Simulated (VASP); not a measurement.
# TaH5 (P6/mmm) in VASP: notebook

The runs below take TaH5 through single point, relaxation of cell and atoms, with PBE.

Program: VASP 6.6.1. These are calculated values, not measurements. Logs are shortened: lines on timing, memory, paths and dates and some standing lists are left out, and cuts for length are marked.

## (1) The cell of the first run

It takes space group P6/mmm (No. 191, hexagonal). The conventional cell has a = 3.428 Å, b = 3.428 Å, c = 2.996 Å, α = 90.00°, β = 90.00°, γ = 120.00°. Ta (site symmetry 6/mmm) has 18 H at 1.98 to 2.28 Å within 2.6 Å. H (site symmetry mmm) has 8 H at 1.71 to 1.80 Å and 4 Ta at 2.28 Å within 2.3 Å. Within 2.4 Å of H (site symmetry -6m2) lie 9 H at 1.80 to 1.98 Å and 3 Ta at 1.98 Å.

The cell was generated, and may not be a known phase.

## (2) Single point, PBE

INCAR

```
ALGO = Normal ; EDIFF = 1E-7
ENCUT = 520 ; GGA = PE
ISIF = 2 ; ISMEAR = 0
LASPH = True ; LCHARG = True
LELF = True ; LREAL = False
LVHAR = True ; LWAVE = False
NBANDS = 17 ; NELM = 100
PREC = Accurate ; SIGMA = 0.1
```

KPOINTS

```
k-points
0
Gamma
  12 12 12
```

POSCAR

```
TaH5
1.0
    3.4278171682      0.0000000000      0.0000000000
   -1.7139085841      2.9685767472      0.0000000000
    0.0000000000      0.0000000000      2.9955152338
Ta H
1 5
Direct
    0.0000000000      0.0000000000      0.0000000000
    0.0000000000      0.5000000000      0.5000000000
    0.3333333333      0.6666666667      0.0000000000
    0.6666666667      0.3333333333      0.0000000000
    0.5000000000      0.0000000000      0.5000000000
    0.5000000000      0.5000000000      0.5000000000
```

Potentials or basis: VASP PAW PBE potentials, release 64 (Ta_pv, H).

Launch:

```sh
> cat potpaw_PBE.64/Ta_pv/POTCAR potpaw_PBE.64/H/POTCAR > POTCAR
> mpirun -np 1 vasp_std > vasp.out
```

OUTCAR:

```text
EDIFF = 1E-7
   ENCUT = 520
   GGA = PE
   ISIF = 2
   ISMEAR = 0
   LASPH = True
   LREAL = False
   NELM = 100
   PREC = Accurate

 ion  position               nearest neighbor table
   1  0.000  0.000  0.000-   3 1.98   4 1.98   4 1.98   3 1.98   4 1.98   3 1.98
   2  0.000  0.500  0.500-
   3  0.333  0.667  0.000-   1 1.98   1 1.98   1 1.98
   4  0.667  0.333  0.000-   1 1.98   1 1.98   1 1.98
   5  0.500  0.000  0.500-
   6  0.500  0.500  0.500-

  LATTYP: Found a hexagonal cell.
 ALAT       =     3.4278171682
 C/A-ratio  =     0.8738841913

  Lattice vectors:

 A1 = (   3.4278171682,   0.0000000000,   0.0000000000)
 A2 = (  -1.7139085841,   2.9685767472,   0.0000000000)
 A3 = (   0.0000000000,   0.0000000000,   2.9955152338)

Analysis of symmetry for initial positions (statically):
=====================================================================
 Subroutine PRICEL returns:
 Original cell was already a primitive cell.

 Routine SETGRP: Setting up the symmetry group for a
 hexagonal supercell.

 Subroutine GETGRP returns: Found 24 space group operations
 (whereof 24 operations were pure point group operations)
 out of a pool of 24 trial point group operations.

The static configuration has the point symmetry D_6h.

Analysis of symmetry for dynamics (positions and initial velocities):
=====================================================================
 Subroutine PRICEL returns:
 Original cell was already a primitive cell.

 Routine SETGRP: Setting up the symmetry group for a
 hexagonal supercell.

 Subroutine GETGRP returns: Found 24 space group operations
 (whereof 24 operations were pure point group operations)
 out of a pool of 24 trial point group operations.

The dynamic configuration has the point symmetry D_6h.

 Subroutine INISYM returns: Found 24 space group operations
 (whereof 24 operations are pure point group operations),
 and found     1 'primitive' translations

----------------------------------------------------------------------------------------

                                     Primitive cell

  volume of cell :      30.4816

  direct lattice vectors                    reciprocal lattice vectors
     3.427817168  0.000000000  0.000000000     0.291730845  0.168430882  0.000000000
    -1.713908584  2.968576747  0.000000000     0.000000000  0.336861764  0.000000000
     0.000000000  0.000000000  2.995515234     0.000000000  0.000000000  0.333832387

  length of vectors
     3.427817168  3.427817168  2.995515234     0.336861764  0.336861764  0.333832387

  position of ions in fractional coordinates (direct lattice)
     0.000000000  0.000000000  0.000000000
     0.000000000  0.500000000  0.500000000
     0.333333333  0.666666667  0.000000000
     0.666666667  0.333333333  0.000000000
     0.500000000  0.000000000  0.500000000
     0.500000000  0.500000000  0.500000000

  ion indices of the primitive-cell ions
   primitive index   ion index
                 1           1
                 2           2
                 3           3
                 4           4
                 5           5
                 6           6

----------------------------------------------------------------------------------------

 KPOINTS: k-points

Automatic generation of k-mesh.
 Grid dimensions read from file:
 generate k-points for:   12   12   12

 Generating k-lattice:

  Cartesian coordinates                     Fractional coordinates (reciprocal lattice)
     0.024310904  0.014035907  0.000000000     0.083333333 -0.000000000  0.000000000
     0.000000000  0.028071814  0.000000000     0.000000000  0.083333333  0.000000000
     0.000000000  0.000000000  0.027819366     0.000000000  0.000000000  0.083333333

  Length of vectors
     0.028071814  0.028071814  0.027819366

  Shift w.r.t. Gamma in fractional coordinates (k-lattice)
     0.000000000  0.000000000  0.000000000

 Subroutine IBZKPT returns following result:
 ===========================================

 Found    133 irreducible k-points:

 Following reciprocal coordinates:
            Coordinates               Weight
  0.000000  0.000000  0.000000      1.000000
  0.083333  0.000000  0.000000      6.000000
  0.166667  0.000000  0.000000      6.000000
  0.250000  0.000000  0.000000      6.000000
  0.333333  0.000000  0.000000      6.000000
  0.416667  0.000000  0.000000      6.000000
[... 16 lines left out ...]
  0.250000  0.000000  0.083333     12.000000
  0.333333  0.000000  0.083333     12.000000
 [... further k-points ...]
   k-points           NKPTS =    133   k-points in BZ     NKDIM =    133   number of bands    NBANDS=     17
   number of dos      NEDOS =    301   number of ions     NIONS =      6
   total plane-waves  NPLWV =  18816
   dimension x,y,z NGX =    28 NGY =   28 NGZ =   24
   dimension x,y,z NGXF=    56 NGYF=   56 NGZF=   48
   ions per type =               1   5
   NGX,Y,Z   is equivalent  to a cutoff of  13.58, 13.58, 13.32 a.u.
   NGXF,Y,Z  is equivalent  to a cutoff of  27.16, 27.16, 26.64 a.u.
 SYSTEM =  unknown system
   PREC   = accura    normal or accurate (medium, high low for compatibility)
   ISTART =      0    job   : 0-new  1-cont  2-samecut
   ICHARG =      2    charge: 1-file 2-atom 10-const
   ISPIN  =      1    spin polarized calculation?
   LNONCOLLINEAR =      F non collinear calculations
   LSORBIT =      F    spin-orbit coupling
   LASPH  =      T    aspherical Exc in radial PAW
   ENCUT  =  520.0 eV  38.22 Ry    6.18 a.u.   6.37  6.37  5.57*2*pi/ulx,y,z
   NELM   =    100;   NELMIN=  2; NELMDL= -5     # of ELM steps
   EDIFF  = 0.1E-06   stopping-criterion for ELM
   LREAL  =      F    real-space projection
   EDIFFG = 0.1E-05   stopping-criterion for IOM
   NSW    =      0    number of steps for IOM
   IBRION =     -1    ionic relax: 0-MD 1-quasi-New 2-CG
   NFREE  =      0    steps in history (QN), initial steepest desc. (CG)
   ISIF   =      2    stress and relaxation
   ISYM   =      2    0-nonsym 1-usesym 2-fastsym
   POTIM  = 0.5000    time-step for ionic-motion
   TEBEG  =    0.0;   TEEND  =   0.0 temperature during run
   PSTRESS=    0.0 pullay stress
   NELECT =      16.0000    total number of electrons
   NUPDOWN=      -1.0000    fix difference up-down
   EMIN   =  10.00;   EMAX   =-10.00  energy-range for DOS
   EFERMI =   0.00;   METHOD = LEGACY
   ISMEAR =     0;   SIGMA  =   0.10  broadening in eV -4-tet -1-fermi 0-gaus
   EFERMI_NEDOS =   21; number of points for ismear=-14 and -15
   IALGO  =     38    algorithm
   IMIX   =      4    mixing-type and parameters
     AMIX     =   0.40;   BMIX     =  1.00
     AMIX_MAG =   1.60;   BMIX_MAG =  1.00
  volume/ion in A,a.u.               =       5.08        34.28
  Fermi-wavevector in a.u.,A,eV,Ry     =   1.320593  2.495559 23.728098  1.743966
  Thomas-Fermi vector in A             =   2.450408
   LORBIT       =      0    0 simple, 1 ext, 2 COOP (PROOUT), +10 PAW based schemes
   GGA     = PE    functional components
   LHFCALC =     F    Hartree Fock is set to
   AEXX    =    0.0000 exact exchange contribution
   IVDW    =     0    specifies the selected vdW correction
   LEPSILON=     F    determine dielectric tensor
   LRPA    =     F    only Hartree local field effects (RPA)
 non-spin polarized calculation
 Gauss-broadening in eV      SIGMA  =   0.10
  energy-cutoff  :      520.00
  volume of cell :       30.48
 maximum number of plane-waves:       839
 NGX is ok and might be reduce to    28
   NGX = 13   NGY = 13   NGZ = 11

 number of electron      16.0000001 magnetization

 Free energy of the ion-electron system (eV)
  ---------------------------------------------------
  ext. energy  EPLUGINS =         0.00000000
  ---------------------------------------------------
  free energy    TOTEN  =       -26.08054205 eV

  energy without entropy =      -26.07720997  energy(sigma->0) =      -26.07887601

 E-fermi :   5.6352     XC(G=0): -12.2121

 val. band max:        5.6343862516   @ k =   0.2500   0.1667   0.0833
 cond. band min:       5.6393740309   @ k =   0.2500   0.0000   0.4167
 fundamental gap:      0.0049877794
 Fermi energy:         5.6352226535

 k-point     1 :       0.0000    0.0000    0.0000
  band No.  band energies     occupation
      1     -29.7524      2.00000
      2     -29.7524      2.00000
      3     -29.4224      2.00000
      4      -8.5189      2.00000
      5       0.2964      2.00000
      6       2.0084      2.00000
[... 9 lines left out ...]
     16      14.6232      0.00000
     17      18.5137      0.00000

 k-point     2 :       0.0833    0.0000    0.0000
  band No.  band energies     occupation
      1     -29.7715      2.00000
      2     -29.7564      2.00000
      3     -29.4209      2.00000
      4      -8.3652      2.00000
      5       0.3962      2.00000
      6       1.0746      2.00000
[... 9 lines left out ...]
     16      15.2979      0.00000
     17      18.5148      0.00000

 k-point     3 :       0.1667    0.0000    0.0000
  band No.  band energies     occupation
      1     -29.8232      2.00000
      2     -29.7673      2.00000
      3     -29.4169      2.00000
      4      -7.9184      2.00000
      5      -0.2571      2.00000
      6       0.6767      2.00000
[... 9 lines left out ...]
     16      16.6576      0.00000
     17      18.5196      0.00000

 k-point     4 :       0.2500    0.0000    0.0000
  band No.  band energies     occupation
      1     -29.8929      2.00000
      2     -29.7821      2.00000
      3     -29.4113      2.00000
      4      -7.2203      2.00000
      5      -1.4488      2.00000
      6       1.0606      2.00000
[... 9 lines left out ...]
     16      18.2341      0.00000
     17      18.5232      0.00000
[... 343 lines left out ...]
      1     -29.8194      2.00000
      2     -29.7638      2.00000
      3     -29.4540      2.00000
      4      -7.7922      2.00000
      5      -0.1751      2.00000
      6       0.6429      2.00000
[... 9 lines left out ...]
     16      16.7606      0.00000
     17      18.5199      0.00000

 k-point    23 :       0.2500    0.0000    0.0833
  band No.  band energies     occupation
      1     -29.8886      2.00000
      2     -29.7785      2.00000
      3     -29.4479      2.00000
      4      -7.1020      2.00000
      5      -1.3698      2.00000
      6       1.0649      2.00000
[... 9 lines left out ...]
     16      18.1591      0.00000
     17      18.5225      0.00000

 k-point    24 :       0.3333    0.0000    0.0833
  band No.  band energies     occupation
      1     -29.9567      2.00000
      2     -29.7932      2.00000
      3     -29.4418      2.00000
      4      -6.2308      2.00000
      5      -2.4074      2.00000
      6       1.4536      2.00000
[... 9 lines left out ...]
     16      18.5235      0.00000
     17      19.5955      0.00000

 [... further k-points ...]

------------------------ aborting loop because EDIFF is reached ----------------------------------------

  FORCE on cell =-STRESS in cart. coord.  units (eV):
  Direction    XX          YY          ZZ          XY          YZ          ZX
  --------------------------------------------------------------------------------------
  -------------------------------------------------------------------------------------
  Total        0.0073901      0.0073901     -0.0274289      0.0000000      0.0000000     -0.0000000
  in kB        0.3884373      0.3884373     -1.4417211      0.0000000      0.0000000     -0.0000000
  external PRESSURE =      -0.2216155 kB  Pullay stress =       0.0000000 kB

 VOLUME and BASIS-vectors are now :
 -----------------------------------------------------------------------------
  energy-cutoff  :      520.00
  volume of cell :       30.48
      direct lattice vectors                 reciprocal lattice vectors
     3.427817168  0.000000000  0.000000000     0.291730845  0.168430882  0.000000000
    -1.713908584  2.968576747  0.000000000     0.000000000  0.336861764  0.000000000
     0.000000000  0.000000000  2.995515234     0.000000000  0.000000000  0.333832387

 POSITION                                       TOTAL-FORCE (eV/Angst)
 -----------------------------------------------------------------------------------
      0.00000      0.00000      0.00000         0.000000      0.000000      0.000000
     -0.85695      1.48429      1.49776         0.000000      0.000000      0.000000
     -0.00000      1.97905      0.00000         0.000000     -0.000000      0.000000
      1.71391      0.98953      0.00000        -0.000000      0.000000      0.000000
      1.71391      0.00000      1.49776         0.000000      0.000000      0.000000
      0.85695      1.48429      1.49776         0.000000      0.000000      0.000000
 -----------------------------------------------------------------------------------
    total drift:                               -0.000000      0.000000     -0.000000

  FREE ENERGIE OF THE ION-ELECTRON SYSTEM (eV)
  ---------------------------------------------------
  free  energy   TOTEN  =       -26.0805420543 eV

  energy  without entropy=      -26.0772099698  energy(sigma->0) =      -26.07887601
```

Run time: 96 s. Hardware: 1 thread of Intel Xeon 8259CL, shared host; peak memory 0.2 GiB.

Results:

```yaml
Free_energy: -26.0805 eV
Pressure: 0.0 GPa
Band_gap_on_the_k_mesh: zero (bands 8 and 9 overlap by 2.41 eV)
```

Stress tensor (GPa, compression positive):
```
 0.04  0.00  0.00
 0.00  0.04  0.00
 0.00  0.00 -0.14
```

Caveat: spin-orbit coupling is left out, which moves the levels of the heavy elements.

## (3) Relaxation of cell and atoms, PBE

INCAR

```
PREC = Accurate ; ENCUT = 600
EDIFF = 1E-7 ; ISMEAR = 0
SIGMA = 0.1 ; LREAL = False
LASPH = True ; NELM = 80
ALGO = Normal ; ISIF = 3
LWAVE = False ; LCHARG = False
GGA = PE ; IBRION = 2
NSW = 100 ; EDIFFG = -0.01
```

KPOINTS

```
Automatic mesh
0
Gamma
  12 12 12
```

POSCAR: that of step 2 with these lines changed.

```diff
@@ -2,5 +2,5 @@
 1.0
-    3.4278171682      0.0000000000      0.0000000000
-   -1.7139085841      2.9685767472      0.0000000000
-    0.0000000000      0.0000000000      2.9955152338
+    3.4524530061      0.0000000000      0.0000000000
+   -1.7262265031      2.9899120087      0.0000000000
+    0.0000000000      0.0000000000      2.9483825065
 Ta H
```

Potentials or basis: VASP PAW PBE potentials, release 64 (Ta_pv, H).

Launch:

```sh
> cat potpaw_PBE.64/Ta_pv/POTCAR potpaw_PBE.64/H/POTCAR > POTCAR
> mpirun -np 1 vasp_std > vasp.out
```

It took 2.6 min on 1 thread of Intel Xeon 8259CL, shared host; peak memory 0.21 GiB.

It converged, with:

| Quantity | Value |
| --- | --- |
| Free energy | -26.0829 eV |
| Relaxed volume | 5.08 Å³/atom |
| Relaxed cell | a = 3.428 Å, b = 3.428 Å, c = 2.995 Å, α = 90.00°, β = 90.00°, γ = 120.00° |
| Space group after relaxing (to 0.1 Å) | P6/mmm (No. 191) |
| Energy gained by relaxing | 1.7 meV/atom |
| Ionic steps | 3 |
| Pressure after relaxing | 0.2 GPa |
| Band gap on the k mesh | zero (bands 8 and 9 overlap by 2.41 eV) |

Stress tensor (GPa, compression positive):
```
0.24 0.00 0.00
0.00 0.24 0.00
0.00 0.00 0.09
```

The path:
```
step  energy change (eV)  largest force (eV/Å)  pressure (GPa)  volume (Å³)
   1              0.0000                0.0000            0.18        30.43
   2             -0.0078                0.0000            0.15        30.46
   3             -0.0104                0.0000            0.19        30.48
```

Final structure:
```cif
data_structure
_symmetry_space_group_name_H-M 'P 1'
_symmetry_Int_Tables_number 1
_cell_length_a 3.4280
_cell_length_b 3.4280
_cell_length_c 2.9952
_cell_angle_alpha 90.000
_cell_angle_beta 90.000
_cell_angle_gamma 120.000
_cell_volume 30.48
loop_
_atom_site_label
_atom_site_type_symbol
_atom_site_fract_x
_atom_site_fract_y
_atom_site_fract_z
_atom_site_occupancy
Ta1 Ta 0.00000 0.00000 0.00000 1
H1 H 0.00000 0.50000 0.50000 1
H2 H 0.33333 0.66667 0.00000 1
H3 H 0.66667 0.33333 0.00000 1
H4 H 0.50000 0.00000 0.50000 1
H5 H 0.50000 0.50000 0.50000 1
```

Levels at points of the mesh, in eV from the Fermi level:
```csv
k point,band 6,band 7,band 8,band 9,band 10,band 11
"(0.00, 0.00, 0.00)",-3.63,-3.63,-1.58,2.61,2.61,4.82
"(0.50, 0.00, 0.00)",-4.22,-0.76,0.29,1.15,1.78,1.98
"(0.00, 0.00, 0.50)",-1.25,-1.25,-0.64,-0.64,-0.48,1.50
"(0.50, 0.00, 0.50)",-5.78,-4.77,-3.28,2.20,2.98,5.96
```

Caveat: spin-orbit coupling is left out, which moves the levels of the heavy elements.
